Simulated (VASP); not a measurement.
# SnSe (zincblende type) (F-43m) in VASP: further runs, part 2 of 2

VASP 6.6.1. Earlier steps stand in the parts before.

## (4) Single point, PBE

This run uses another cell than the first one, of 38.92 Å³/atom, 1.064 times its volume.

File INCAR:

```
PREC     = Accurate       # precision mode
ENCUT    = 500            # plane-wave cutoff, eV
EDIFF    = 1E-6           # SCF threshold, eV
ISMEAR   = -1             # smearing method
SIGMA    = 0.05           # smearing width, eV
LREAL    = False          # projectors in reciprocal space
LASPH    = True           # aspherical terms in the spheres
NELM     = 120            # most SCF steps
ALGO     = Normal         # electronic algorithm
ISIF     = 2              # what is computed and relaxed
LWAVE    = False          # write WAVECAR
LCHARG   = True           # write CHGCAR
GGA      = PE             # functional
LELF     = True           # ELF
LVHAR    = True         
NBANDS   = 17             # bands
GGA_COMPAT= False
```

File KPOINTS:

```
Automatic mesh
0
Gamma
  11 11 11
```

File POSCAR:

```
SnSe
1.0
    0.0000000000      3.3889699714      3.3889699714
    3.3889699714      0.0000000000      3.3889699714
    3.3889699714      3.3889699714      0.0000000000
Sn Se
1 1
Direct
    0.0000000000      0.0000000000      0.0000000000
    0.2500000000      0.2500000000      0.2500000000
```

Started as:

```sh
$ cat potpaw_PBE.64/Sn_d/POTCAR potpaw_PBE.64/Se/POTCAR > POTCAR
$ mpirun -np 1 vasp_std > vasp.out
```

Run time: 61 s. Hardware: 1 thread of AMD EPYC 9R45 (Zen 5), shared host; peak memory 0.2 GiB.

Results (log left out):

- Free energy: -7.7555 eV
- Pressure: 0.0 GPa
- Band gap on the k mesh: 0.16 eV, indirect (least direct gap 0.70 eV)

Levels at points of the mesh, in eV from the valence-band top:
```csv
k point,band 6,band 7,band 8,band 9,band 10,band 11,band 12,band 13,band 14,band 15
"(0.00, 0.00, 0.00)",-13.07,-5.29,-2.15,-2.15,-2.15,1.56,1.56,1.56,4.88,7.51
```

Caveat: spin-orbit coupling is left out, which moves the levels of the heavy elements. A k mesh can miss the band edges.

## (5) Relaxation of cell and atoms, PBE

This run uses another cell than the first one, of 28.50 Å³/atom, 0.779 times its volume.

File INCAR:

```
SYSTEM = SnSe
PREC = Accurate
ENCUT = 500
EDIFF = 1E-7
ISMEAR = -1
SIGMA = 0.05
LREAL = .FALSE.
LASPH = .TRUE.
NELM = 120
ALGO = Normal
ISIF = 3
LWAVE = .FALSE.
LCHARG = .FALSE.
GGA = PE
IBRION = 2
NSW = 60
EDIFFG = -0.005
GGA_COMPAT = .FALSE.
NELMIN = 4
```

File KPOINTS:

```
regular mesh
0
G
  11 11 11
  0 0 0
```

File POSCAR:

```
SnSe
1.0
    0.0000000000      3.0546685047      3.0546685047
    3.0546685047      0.0000000000      3.0546685047
    3.0546685047      3.0546685047      0.0000000000
Sn Se
1 1
Direct
    0.0000000000      0.0000000000      0.0000000000
    0.2500000000      0.2500000000      0.2500000000
```

Potentials or basis: VASP PAW PBE potentials, release 64 (Sn_d, Se).

Started as:

```sh
$ cat potpaw_PBE.64/Sn_d/POTCAR potpaw_PBE.64/Se/POTCAR > POTCAR
$ mpirun -np 1 vasp_std > vasp.out
```

OUTCAR:

```text
SYSTEM = SnSe
   PREC = Accurate
   ENCUT = 500
   EDIFF = 1E-7
   ISMEAR = -1
   LREAL = .FALSE.
   LASPH = .TRUE.
   NELM = 120
   ISIF = 3
   GGA = PE
   IBRION = 2
   NSW = 60
   EDIFFG = -0.005
   NELMIN = 4

 ion  position               nearest neighbor table
   1  0.000  0.000  0.000-   2 2.65   2 2.65   2 2.65   2 2.65
   2  0.250  0.250  0.250-   1 2.65   1 2.65   1 2.65   1 2.65

  LATTYP: Found a face centered cubic cell.
 ALAT       =     6.1093370094

  Lattice vectors:

 A1 = (   0.0000000000,   3.0546685047,   3.0546685047)
 A2 = (   3.0546685047,   0.0000000000,   3.0546685047)
 A3 = (   3.0546685047,   3.0546685047,   0.0000000000)

Analysis of symmetry for initial positions (statically):
=====================================================================
[... 189 lines left out ...]
      7       1.2309      2.00000
      8       2.5491      2.00000
      9       2.5491      2.00000
     10       2.5491      2.00000
     11       7.0787      0.00000
     12       7.0787      0.00000
     13       7.0787      0.00000
     14      10.9016      0.00000
[... 498 lines left out ...]
--------------------------------------- Ionic step        4  -------------------------------------------

 number of electron      19.9999990 magnetization

 Free energy of the ion-electron system (eV)
  ---------------------------------------------------
  ext. energy  EPLUGINS =         0.00000000
  ---------------------------------------------------
  free energy    TOTEN  =        -7.75295102 eV

  energy without entropy =       -7.75154810  energy(sigma->0) =       -7.75224956

 E-fermi :   2.8478     XC(G=0):  -7.7414

 val. band max:        2.7297281081   @ k =  -0.2727   0.4545   0.1818
 cond. band min:       2.8861960675   @ k =   0.4545   0.4545   0.0000
 fundamental gap:      0.1564679594
 Fermi energy:         2.8477729958

 k-point     1 :       0.0000    0.0000    0.0000
  band No.  band energies     occupation
      1     -18.9638      2.00000
      2     -18.9638      2.00000
      3     -18.9638      2.00000
      4     -18.9529      2.00000
      5     -18.9529      2.00000
      6     -10.3394      2.00000
      7      -2.5573      2.00000
      8       0.5823      2.00000
      9       0.5823      2.00000
     10       0.5823      2.00000
     11       4.2894      0.00000
     12       4.2894      0.00000
     13       4.2894      0.00000
     14       7.6093      0.00000
[... 420 lines left out ...]
  FREE ENERGIE OF THE ION-ELECTRON SYSTEM (eV)
  ---------------------------------------------------
  free  energy   TOTEN  =        -7.7529510185 eV

  energy  without entropy=       -7.7515480973  energy(sigma->0) =       -7.75224956

 reached required accuracy - stopping structural energy minimisation
```

CONTCAR:

```text
SnSe
   1.00000000000000
     0.0000000000000000    3.3892740705575632    3.3892740705575632
     3.3892740705575632    0.0000000000000000    3.3892740705575632
     3.3892740705575632    3.3892740705575632   -0.0000000000000000
  Sn              Se
     1     1
Direct
     0.0000000000000000    1.0000000000000000    0.0000000000000000
     0.2500000000000000    0.2500000000000000    0.2500000000000000

  0.00000000E+00  0.00000000E+00  0.00000000E+00
  0.00000000E+00  0.00000000E+00  0.00000000E+00
```

Run time: 64 s. Hardware: 1 thread of AMD EPYC 9R45 (Zen 5), shared host; peak memory 0.18 GiB.

Results:

```
Free energy                            : -7.7530 eV
Relaxed volume                         : 38.93 Å³/atom
Relaxed cell                           : a = 4.793 Å, b = 4.793 Å, c = 4.793 Å, α = 60.00°, β = 60.00°, γ = 60.00°
Space group after relaxing (to 0.05 Å) : F-43m (No. 216)
Energy gained by relaxing              : 409.4 meV/atom
Ionic steps                            : 4
Pressure after relaxing                : 0.0 GPa
Band gap on the k mesh                 : 0.16 eV, indirect (least direct gap 0.70 eV)
```

Step by step:
| step | energy change (eV) | largest force (eV/Å) | pressure (GPa) | volume (Å³) |
| --- | --- | --- | --- | --- |
| 1 | 0.0000 | 0.0000 | 15.78 | 57.01 |
| 2 | -0.7837 | 0.0000 | -1.90 | 83.45 |
| 3 | -0.8185 | 0.0000 | 0.17 | 77.42 |
| 4 | -0.8187 | 0.0000 | -0.01 | 77.87 |

Final structure:
```xyz
2
Lattice="0.0000 3.3893 3.3893 3.3893 0.0000 3.3893 3.3893 3.3893 0.0000" Properties=species:S:1:pos:R:3 pbc="T T T"
Sn    3.3893    0.0000    3.3893
Se    1.6946    1.6946    1.6946
```

Levels at points of the mesh, in eV from the valence-band top:
| k point | band 7 | band 8 | band 9 | band 10 | band 11 | band 12 | band 13 | band 14 |
| --- | --- | --- | --- | --- | --- | --- | --- | --- |
| (0.00, 0.00, 0.00) | -5.29 | -2.15 | -2.15 | -2.15 | 1.56 | 1.56 | 1.56 | 4.88 |

Caveat: the volume moved by over 15 % at a fixed basis, so the end points are rough; spin-orbit coupling is left out, which moves the levels of the heavy elements. A k mesh can miss the band edges.

## (6) The runs side by side

```csv
task,cell,gap on the mesh (eV),pressure (GPa)
single point,"a = 4.695 Å, angles 60.0°, 2 atoms",none,2.1
single point,"a = 4.793 Å, angles 60.0°, 2 atoms",0.16,0.0
relaxation of cell and atoms,"relaxed from a = 4.320 Å, angles 60.0°, 2 atoms",0.16,0.0
```

Alike in all rows: level PBE; potentials or basis VASP PAW PBE potentials, release 64 (Sn_d, Se); no spin polarisation; k mesh 11 × 11 × 11; cutoff (eV) 500; smearing fermi-dirac 0.05 eV.

Caveats: spin-orbit coupling is left out, which moves the levels of the heavy elements; the volume moved by over 15 % at a fixed basis, so the end points are rough (some runs).

Total energies depend on the potentials used, so only differences within one code and one set of settings carry meaning.
